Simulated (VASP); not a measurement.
# Ta2N (P-1) in VASP: a series of runs

Ta2N is run at these levels: PBEsol; tasks: single point.

Program: VASP 6.6.1. These are calculated values, not measurements. Logs are shortened: lines on timing, memory, paths and dates and some standing lists are left out, and cuts for length are marked.

## (1) The cell of the first run

The typed cell holds 3 atoms: a = 3.079 Å, b = 3.125 Å, c = 4.908 Å, α = 90.00°, β = 90.00°, γ = 121.50°.

## (2) Single point, PBEsol (engineering shear strain xy -0.0350, normal strain along z +0.0175)

Contents of INCAR:

```
SYSTEM = Ta2N
PREC = Accurate
ENCUT = 520
EDIFF = 1E-6
ISMEAR = 0
SIGMA = 0.15
LREAL = .False.
LASPH = .True.
NELM = 80
ALGO = Fast
ISIF = 2
LWAVE = .False.
LCHARG = .False.
GGA = PS
NBANDS = 20
```

Contents of KPOINTS:

```
regular mesh
0
Gamma
  15 15 8
  0 0 0
```

Contents of POSCAR:

```
Ta2N
1.0
    3.0782595490     -0.0538695421      0.0000000000
   -1.5857821664      2.6927857399      0.0000000000
    0.0000000000      0.0000000000      4.9083517634
Ta N
2 1
Direct
    0.6666666667      0.3333333333      0.7463700642
    0.3333333333      0.6666666667      0.2536299358
    0.0000000000      0.0000000000      0.0000000000
```

Potentials or basis: VASP PAW PBE potentials, release 64 (Ta_pv, N).

Launch:

```bash
> cat potpaw_PBE.64/Ta_pv/POTCAR potpaw_PBE.64/N/POTCAR > POTCAR
> mpirun -np 1 vasp_std > vasp.out
```

OUTCAR:

```text
SYSTEM = Ta2N
   PREC = Accurate
   ENCUT = 520
   EDIFF = 1E-6
   ISMEAR = 0
   LREAL = .False.
   LASPH = .True.
   NELM = 80
   ISIF = 2
   GGA = PS

 ion  position               nearest neighbor table
   1  0.667  0.333  0.746-   3 2.15   3 2.17   3 2.19   2 2.99   2 3.00   2 3.02   2 3.04   2 3.06
                             2 3.07
   2  0.333  0.667  0.254-   3 2.15   3 2.17   3 2.19   1 2.99   1 3.00   1 3.02   1 3.04   1 3.06
                             1 3.07
   3  0.000  0.000  0.000-   1 2.15   2 2.15   1 2.17   2 2.17   1 2.19   2 2.19

  LATTYP: Found a simple monoclinic cell.
 ALAT       =     3.0317268077
 B/A-ratio  =     1.6189954025
 C/A-ratio  =     1.0155040565
 COS(beta)  =    -0.4769806211

  Lattice vectors:

 A1 = (   1.4924773826,   2.6389161978,   0.0000000000)
 A2 = (   0.0000000000,   0.0000000000,  -4.9083517634)
 A3 = (  -3.0782595490,   0.0538695421,   0.0000000000)

Analysis of symmetry for initial positions (statically):
=====================================================================
 Subroutine PRICEL returns:
 Original cell was already a primitive cell.

 Routine SETGRP: Setting up the symmetry group for a
 simple monoclinic supercell.

 Subroutine GETGRP returns: Found  2 space group operations
 (whereof  2 operations were pure point group operations)
 out of a pool of  4 trial point group operations.

The static configuration has the point symmetry S_2 .

Analysis of symmetry for dynamics (positions and initial velocities):
=====================================================================
 Subroutine PRICEL returns:
 Original cell was already a primitive cell.

 Routine SETGRP: Setting up the symmetry group for a
 simple monoclinic supercell.

 Subroutine GETGRP returns: Found  2 space group operations
 (whereof  2 operations were pure point group operations)
 out of a pool of  4 trial point group operations.

The dynamic configuration has the point symmetry S_2 .

 Subroutine INISYM returns: Found  2 space group operations
 (whereof  2 operations are pure point group operations),
 and found     1 'primitive' translations

----------------------------------------------------------------------------------------

                                     Primitive cell

  volume of cell :      40.2665

  direct lattice vectors                    reciprocal lattice vectors
     3.078259549 -0.053869542  0.000000000     0.328241674  0.193301601  0.000000000
    -1.585782166  2.692785740  0.000000000     0.006566519  0.375229657  0.000000000
     0.000000000  0.000000000  4.908351763     0.000000000  0.000000000  0.203734379

  length of vectors
     3.078730871  3.125028019  4.908351763     0.380930578  0.375287109  0.203734379

  position of ions in fractional coordinates (direct lattice)
     0.666666667  0.333333333  0.746370064
     0.333333333  0.666666667  0.253629936
     0.000000000  0.000000000  0.000000000

  ion indices of the primitive-cell ions
   primitive index   ion index
                 1           1
                 2           2
                 3           3

----------------------------------------------------------------------------------------

 KPOINTS: regular mesh

Automatic generation of k-mesh.
 Grid dimensions read from file:
 generate k-points for:   15   15    8

 Generating k-lattice:

  Cartesian coordinates                     Fractional coordinates (reciprocal lattice)
     0.021882778  0.012886773  0.000000000     0.066666667 -0.000000000  0.000000000
     0.000437768  0.025015310  0.000000000     0.000000000  0.066666667  0.000000000
     0.000000000  0.000000000  0.025466797     0.000000000  0.000000000  0.125000000

  Length of vectors
     0.025395372  0.025019141  0.025466797

  Shift w.r.t. Gamma in fractional coordinates (k-lattice)
     0.000000000  0.000000000  0.000000000

 Subroutine IBZKPT returns following result:
 ===========================================

 Found    901 irreducible k-points:

 Following reciprocal coordinates:
            Coordinates               Weight
  0.000000  0.000000  0.000000      1.000000
  0.066667 -0.000000  0.000000      2.000000
  0.133333 -0.000000  0.000000      2.000000
  0.200000 -0.000000  0.000000      2.000000
  0.266667 -0.000000  0.000000      2.000000
  0.333333 -0.000000  0.000000      2.000000
[... 16 lines left out ...]
 -0.066667  0.066667  0.000000      2.000000
  0.000000  0.133333  0.000000      2.000000
 [... further k-points ...]
   k-points           NKPTS =    901   k-points in BZ     NKDIM =    901   number of bands    NBANDS=     20
   number of dos      NEDOS =    301   number of ions     NIONS =      3
   total plane-waves  NPLWV =  23040
   dimension x,y,z NGX =    24 NGY =   24 NGZ =   40
   dimension x,y,z NGXF=    48 NGYF=   48 NGZF=   80
   ions per type =               2   1
   NGX,Y,Z   is equivalent  to a cutoff of  12.96, 12.77, 13.55 a.u.
   NGXF,Y,Z  is equivalent  to a cutoff of  25.92, 25.54, 27.10 a.u.
 SYSTEM =  Ta2N
   PREC   = accura    normal or accurate (medium, high low for compatibility)
   ISTART =      0    job   : 0-new  1-cont  2-samecut
   ICHARG =      2    charge: 1-file 2-atom 10-const
   ISPIN  =      1    spin polarized calculation?
   LNONCOLLINEAR =      F non collinear calculations
   LSORBIT =      F    spin-orbit coupling
   LASPH  =      T    aspherical Exc in radial PAW
   ENCUT  =  520.0 eV  38.22 Ry    6.18 a.u.   5.72  5.81  9.13*2*pi/ulx,y,z
   NELM   =     80;   NELMIN=  2; NELMDL= -5     # of ELM steps
   EDIFF  = 0.1E-05   stopping-criterion for ELM
   LREAL  =      F    real-space projection
   EDIFFG = 0.1E-04   stopping-criterion for IOM
   NSW    =      0    number of steps for IOM
   IBRION =     -1    ionic relax: 0-MD 1-quasi-New 2-CG
   NFREE  =      0    steps in history (QN), initial steepest desc. (CG)
   ISIF   =      2    stress and relaxation
   ISYM   =      2    0-nonsym 1-usesym 2-fastsym
   POTIM  = 0.5000    time-step for ionic-motion
   TEBEG  =    0.0;   TEEND  =   0.0 temperature during run
   PSTRESS=    0.0 pullay stress
   NELECT =      27.0000    total number of electrons
   NUPDOWN=      -1.0000    fix difference up-down
   EMIN   =  10.00;   EMAX   =-10.00  energy-range for DOS
   EFERMI =   0.00;   METHOD = LEGACY
   ISMEAR =     0;   SIGMA  =   0.15  broadening in eV -4-tet -1-fermi 0-gaus
   EFERMI_NEDOS =   21; number of points for ismear=-14 and -15
   IALGO  =     68    algorithm
   IMIX   =      4    mixing-type and parameters
     AMIX     =   0.40;   BMIX     =  1.00
     AMIX_MAG =   1.60;   BMIX_MAG =  1.00
  volume/ion in A,a.u.               =      13.42        90.58
  Fermi-wavevector in a.u.,A,eV,Ry     =   1.432897  2.707782 27.935380  2.053192
  Thomas-Fermi vector in A             =   2.552474
   LORBIT       =      0    0 simple, 1 ext, 2 COOP (PROOUT), +10 PAW based schemes
   GGA     = PS    functional components
   LHFCALC =     F    Hartree Fock is set to
   AEXX    =    0.0000 exact exchange contribution
   IVDW    =     0    specifies the selected vdW correction
   LEPSILON=     F    determine dielectric tensor
   LRPA    =     F    only Hartree local field effects (RPA)
 non-spin polarized calculation
 RMM-DIIS sequential band-by-band and
 Gauss-broadening in eV      SIGMA  =   0.15
  energy-cutoff  :      520.00
  volume of cell :       40.27
 maximum number of plane-waves:      1100
   NGX = 11   NGY = 11   NGZ = 19

 number of electron      27.0000000 magnetization

 Free energy of the ion-electron system (eV)
  ---------------------------------------------------
  ext. energy  EPLUGINS =         0.00000000
  ---------------------------------------------------
  free energy    TOTEN  =       -36.46165217 eV

  energy without entropy =      -36.44729188  energy(sigma->0) =      -36.45447202

 E-fermi :   7.4204     XC(G=0): -13.0522

 val. band max:        7.4193744427   @ k =   0.2000   0.4667   0.3750
 cond. band min:       7.4246230657   @ k =  -0.1333  -0.3333   0.3750
 fundamental gap:      0.0052486230
 Fermi energy:         7.4203896197

 k-point     1 :       0.0000    0.0000    0.0000
  band No.  band energies     occupation
      1     -28.2023      2.00000
      2     -27.4473      2.00000
      3     -27.3940      2.00000
      4     -27.3288      2.00000
      5     -27.2754      2.00000
      6     -27.2224      2.00000
[... 12 lines left out ...]
     19       8.8734      0.00000
     20      12.4069      0.00000

 k-point     2 :       0.0667   -0.0000    0.0000
  band No.  band energies     occupation
      1     -28.1878      2.00000
      2     -27.4598      2.00000
      3     -27.4250      2.00000
      4     -27.3341      2.00000
      5     -27.3047      2.00000
      6     -27.2269      2.00000
[... 12 lines left out ...]
     19       9.0522      0.00000
     20      12.4792      0.00000

 k-point     3 :       0.1333   -0.0000    0.0000
  band No.  band energies     occupation
      1     -28.1455      2.00000
      2     -27.5205      2.00000
      3     -27.4852      2.00000
      4     -27.3991      2.00000
      5     -27.3372      2.00000
      6     -27.2411      2.00000
[... 12 lines left out ...]
     19      10.0378      0.00000
     20      12.4133      0.00000

 k-point     4 :       0.2000   -0.0000    0.0000
  band No.  band energies     occupation
      1     -28.0799      2.00000
      2     -27.6501      2.00000
      3     -27.5312      2.00000
      4     -27.5200      2.00000
      5     -27.3560      2.00000
      6     -27.2662      2.00000
[... 12 lines left out ...]
     19      11.1603      0.00000
     20      12.1574      0.00000

 k-point     5 :       0.2667   -0.0000    0.0000
  band No.  band energies     occupation
      1     -27.9995      2.00000
      2     -27.7982      2.00000
      3     -27.6537      2.00000
      4     -27.5783      2.00000
      5     -27.3786      2.00000
      6     -27.3030      2.00000
[... 12 lines left out ...]
     19      11.7269      0.00000
     20      12.4308      0.00000
[... 353 lines left out ...]
      6     -27.2563      2.00000
[... 12 lines left out ...]
     19      10.7720      0.00000
     20      12.2144      0.00000

 k-point    22 :      -0.1333    0.0667    0.0000
  band No.  band energies     occupation
      1     -28.1612      2.00000
      2     -27.5148      2.00000
      3     -27.4516      2.00000
      4     -27.3850      2.00000
      5     -27.3054      2.00000
      6     -27.2366      2.00000
[... 12 lines left out ...]
     19       9.7544      0.00000
     20      12.3852      0.00000

 k-point    23 :      -0.0667    0.0667    0.0000
  band No.  band energies     occupation
      1     -28.1890      2.00000
      2     -27.4744      2.00000
      3     -27.4049      2.00000
      4     -27.3553      2.00000
      5     -27.2788      2.00000
      6     -27.2272      2.00000
[... 12 lines left out ...]
     19       9.1695      0.00000
     20      12.4015      0.00000

 k-point    24 :       0.0000    0.1333    0.0000
  band No.  band energies     occupation
      1     -28.1479      2.00000
      2     -27.5366      2.00000
      3     -27.4621      2.00000
      4     -27.4126      2.00000
      5     -27.3130      2.00000
      6     -27.2414      2.00000
[... 12 lines left out ...]
     19       9.9804      0.00000
     20      12.3339      0.00000

 [... further k-points ...]
[... 5 lines left out ...]
  --------------------------------------------------------------------------------------
  -------------------------------------------------------------------------------------
  Total       -0.7081810     -0.7229880     -1.6923372      1.3312430     -0.0178803     -0.4795669
  in kB      -28.1780606    -28.7672193    -67.3369923     52.9692894     -0.7114442    -19.0816551
  external PRESSURE =     -41.4274241 kB  Pullay stress =       0.0000000 kB

 VOLUME and BASIS-vectors are now :
 -----------------------------------------------------------------------------
  energy-cutoff  :      520.00
  volume of cell :       40.27
      direct lattice vectors                 reciprocal lattice vectors
     3.078259549 -0.053869542  0.000000000     0.328241674  0.193301601  0.000000000
    -1.585782166  2.692785740  0.000000000     0.006566519  0.375229657  0.000000000
     0.000000000  0.000000000  4.908351763     0.000000000  0.000000000  0.203734379

 POSITION                                       TOTAL-FORCE (eV/Angst)
 -----------------------------------------------------------------------------------
      1.52358      0.86168      3.66345         0.056013     -0.002653     -0.110740
     -0.03110      1.77723      1.24490        -0.056013      0.002653      0.110740
      0.00000      0.00000      0.00000         0.000000      0.000000      0.000000
 -----------------------------------------------------------------------------------
    total drift:                                0.000000     -0.000000      0.000000

  FREE ENERGIE OF THE ION-ELECTRON SYSTEM (eV)
  ---------------------------------------------------
  free  energy   TOTEN  =       -36.4616521691 eV

  energy  without entropy=      -36.4472918777  energy(sigma->0) =      -36.45447202
```

Wall time 23 min (1 thread of Oxide Virtual Turin-like, shared host); peak memory 0.66 GiB.

What came out:

```
Free energy            : -36.4617 eV
Pressure               : -4.1 GPa
Largest force          : 0.124 eV/Å
Band gap on the k mesh : zero (an odd number of electrons rules out a gap without spin polarisation)
```

Forces on the atoms (eV/Å):
```
Ta   0.056 -0.003 -0.111
Ta  -0.056  0.003  0.111
N    0.000  0.000  0.000
```

Stress tensor (GPa, compression positive):
```
-2.82  5.30 -1.91
 5.30 -2.88 -0.07
-1.91 -0.07 -6.73
```

Caveat: the cell differs from its parent crystal (engineering shear strain xy -0.0350, normal strain along z +0.0175); the cell stands under tension; the PAW data sets were made with another functional, which shifts forces and pressure a little; spin-orbit coupling is left out, which moves the levels of the heavy elements.

[end of part 1 of 2]
